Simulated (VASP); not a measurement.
# Li3GaC (P6_3/mmc) in VASP: notebook, part 2 of 2

VASP 6.6.1.

## 3. Single point, PBE

Input file INCAR:

```
SYSTEM = Li3GaC
PREC = Accurate ; ENCUT = 520
EDIFF = 1E-7 ; ISMEAR = 0
SIGMA = 0.1 ; LREAL = .False.
LASPH = .True. ; NELM = 100
ALGO = Fast ; ISIF = 2
LWAVE = .False. ; LCHARG = .True.
GGA = PE ; LELF = .True.
LVHAR = .True. ; NBANDS = 37
```

Input file KPOINTS:

```
Automatic mesh
0
Gamma
  9 9 10
  0 0 0
```

Input file POSCAR:

```
Li3GaC
1.0
    7.0135362709      0.0000000000      0.0000000000
   -3.5067681354      6.0739005809      0.0000000000
    0.0000000000      0.0000000000      3.3505675316
Li Ga C
6 2 2
Direct
    0.8364358708      0.6728717417      0.7500000000
    0.3271282583      0.1635641292      0.7500000000
    0.8364358708      0.1635641292      0.7500000000
    0.1635641292      0.3271282583      0.2500000000
    0.6728717417      0.8364358708      0.2500000000
    0.1635641292      0.8364358708      0.2500000000
    0.3333333333      0.6666666667      0.7500000000
    0.6666666667      0.3333333333      0.2500000000
    0.0000000000      0.0000000000      0.0000000000
    0.0000000000      0.0000000000      0.5000000000
```

Potentials or basis: VASP PAW PBE potentials, release 64 (Li_sv, Ga_d, C).

Started as:

```console
> cat potpaw_PBE.64/Li_sv/POTCAR potpaw_PBE.64/Ga_d/POTCAR potpaw_PBE.64/C/POTCAR > POTCAR
> mpirun -np 1 vasp_std > vasp.out
```

OUTCAR:

```text
SYSTEM = Li3GaC
   PREC = Accurate
   ENCUT = 520
   EDIFF = 1E-7
   ISMEAR = 0
   LREAL = .False.
   LASPH = .True.
   NELM = 100
   ISIF = 2
   GGA = PE

 ion  position               nearest neighbor table
   1  0.836  0.673  0.750-   9 2.16  10 2.16   5 2.60   5 2.60   6 2.60   6 2.60   8 2.66   8 2.66

   2  0.327  0.164  0.750-   9 2.16  10 2.16   4 2.60   4 2.60   6 2.60   6 2.60   8 2.66   8 2.66

   3  0.836  0.164  0.750-   9 2.16  10 2.16   5 2.60   5 2.60   4 2.60   4 2.60   8 2.66   8 2.66

   4  0.164  0.327  0.250-   9 2.16  10 2.16   2 2.60   2 2.60   3 2.60   3 2.60   7 2.66   7 2.66

   5  0.673  0.836  0.250-   9 2.16  10 2.16   1 2.60   1 2.60   3 2.60   3 2.60   7 2.66   7 2.66

   6  0.164  0.836  0.250-   9 2.16  10 2.16   2 2.60   2 2.60   1 2.60   1 2.60   7 2.66   7 2.66

   7  0.333  0.667  0.750-   6 2.66   6 2.66   4 2.66   4 2.66   5 2.66   5 2.66
   8  0.667  0.333  0.250-   3 2.66   3 2.66   1 2.66   1 2.66   2 2.66   2 2.66
   9  0.000  0.000  0.000-  10 1.68  10 1.68   1 2.16   4 2.16   2 2.16   5 2.16   3 2.16   6 2.16

  10  0.000  0.000  0.500-   9 1.68   9 1.68   1 2.16   4 2.16   2 2.16   5 2.16   3 2.16   6 2.16

[... 216 lines left out ...]
      4     -43.1382      2.00000
      5     -43.1382      2.00000
      6     -43.1229      2.00000
[... 949 lines left out ...]
     36      10.1400      0.00000
     37      10.1663      0.00000

 [... further k-points ...]

------------------------ aborting loop because EDIFF is reached ----------------------------------------

  FORCE on cell =-STRESS in cart. coord.  units (eV):
  Direction    XX          YY          ZZ          XY          YZ          ZX
  --------------------------------------------------------------------------------------
  -------------------------------------------------------------------------------------
  Total       -0.0296388     -0.0296388     -0.0141827     -0.0000000      0.0000000      0.0000000
  in kB       -0.3326969     -0.3326969     -0.1592014     -0.0000000      0.0000000      0.0000000
  external PRESSURE =      -0.2748651 kB  Pullay stress =       0.0000000 kB

 VOLUME and BASIS-vectors are now :
 -----------------------------------------------------------------------------
  energy-cutoff  :      520.00
  volume of cell :      142.73
      direct lattice vectors                 reciprocal lattice vectors
     7.013536271  0.000000000  0.000000000     0.142581426  0.082319424  0.000000000
    -3.506768135  6.073900581  0.000000000     0.000000000  0.164638849  0.000000000
     0.000000000  0.000000000  3.350567532     0.000000000  0.000000000  0.298456900

 POSITION                                       TOTAL-FORCE (eV/Angst)
 -----------------------------------------------------------------------------------
      3.50677      4.08696      2.51293        -0.000000     -0.005596      0.000000
      1.72074      0.99347      2.51293         0.004846      0.002798      0.000000
      5.29279      0.99347      2.51293        -0.004846      0.002798      0.000000
      0.00000      1.98694      0.83764         0.000000      0.005596      0.000000
      1.78602      5.08043      0.83764        -0.004846     -0.002798     -0.000000
     -1.78602      5.08043      0.83764         0.004846     -0.002798     -0.000000
     -0.00000      4.04927      2.51293        -0.000000     -0.000000      0.000000
      3.50677      2.02463      0.83764         0.000000     -0.000000      0.000000
      0.00000      0.00000      0.00000         0.000000     -0.000000      0.000000
      0.00000      0.00000      1.67528         0.000000     -0.000000      0.000000
 -----------------------------------------------------------------------------------
    total drift:                               -0.000001      0.000000     -0.000000

  FREE ENERGIE OF THE ION-ELECTRON SYSTEM (eV)
  ---------------------------------------------------
  free  energy   TOTEN  =       -32.3794170602 eV

  energy  without entropy=      -32.3602216622  energy(sigma->0) =      -32.36981936
```

OSZICAR:

```text
N       E                     dE             d eps       ncg     rms          rms(c)
DAV:   1     0.407784082772E+03    0.40778E+03   -0.23637E+04  5416   0.182E+03
DAV:   2     0.395885961459E+02   -0.36820E+03   -0.35054E+03  5658   0.493E+02
DAV:   3    -0.254171236182E+02   -0.65006E+02   -0.62977E+02  7659   0.142E+02
[... 49 lines left out ...]
RMM:  53    -0.323794166629E+02   -0.12771E-06   -0.18954E-06  6990   0.601E-03    0.205E-04
RMM:  54    -0.323794167908E+02   -0.12788E-06   -0.16780E-06  6993   0.568E-03    0.223E-04
RMM:  55    -0.323794168888E+02   -0.98050E-07   -0.12868E-06  6794   0.538E-03    0.244E-04
RMM:  56    -0.323794169807E+02   -0.91874E-07   -0.10608E-06  6648   0.515E-03    0.302E-04
RMM:  57    -0.323794170602E+02   -0.79448E-07   -0.92156E-07  6586   0.494E-03
   1 F= -.32379417E+02 E0= -.32369819E+02  d E =-.191954E-01
```

stdout:

```text
POSCAR found type information on POSCAR LiGaC
 POSCAR found :  3 types and      10 ions
[... 45 lines left out ...]
 num prob  num prob  num prob  num prob  num prob  num prob  num prob  num prob  num prob  num prob  num prob  num prob  num prob  num prob  num prob WARNING in EDDRMM: call to ZHEGV failed, returncode =   6  3     26
 num prob  num prob  num prob  num prob  num prob  num prob  num prob  num prob  num prob  num prob  num prob  num prob  num prob  num prob  num prob  num prob  num prob  num prob  num prob  num prob  num prob  num prob  num prob RMM:  51    -0.323794162361E+02   -0.26739E-06   -0.28777E-06  7307   0.682E-03    0.551E-05
 num prob  num prob  num prob  num prob  num
```

Wall time 31 min (1 thread of Intel Xeon Platinum 8488C (Sapphire Rapids), shared host); peak memory 0.49 GiB.

What came out:

| Property | Result |
| --- | --- |
| Free energy | -32.3794 eV |
| Largest force | 0.006 eV/Å |
| Band gap on the k mesh | zero (bands 26 and 27 overlap by 1.36 eV) |

Forces in eV/Å, atoms in the order of the input:
```
Li   0.000 -0.006  0.000
Li   0.005  0.003  0.000
Li  -0.005  0.003  0.000
Li   0.000  0.006  0.000
Li  -0.005 -0.003  0.000
Li   0.005 -0.003  0.000
Ga   0.000  0.000  0.000
Ga   0.000  0.000  0.000
C    0.000  0.000  0.000
C    0.000  0.000  0.000
```

Levels at points of the mesh, in eV from the Fermi level:
| k point | band 23 | band 24 | band 25 | band 26 | band 27 | band 28 | band 29 | band 30 |
| --- | --- | --- | --- | --- | --- | --- | --- | --- |
| (0.00, 0.00, 0.00) | -2.55 | -2.31 | -2.31 | 0.33 | 0.33 | 2.70 | 2.70 | 3.22 |
| (0.00, 0.00, 0.50) | -2.73 | -2.73 | -1.69 | -1.69 | 0.52 | 0.52 | 0.52 | 0.52 |

Caveat: the cutoff is under 1.25 times the usual one of these potentials, so pressure, stress and relaxed cells hold a basis-set (Pulay) error.
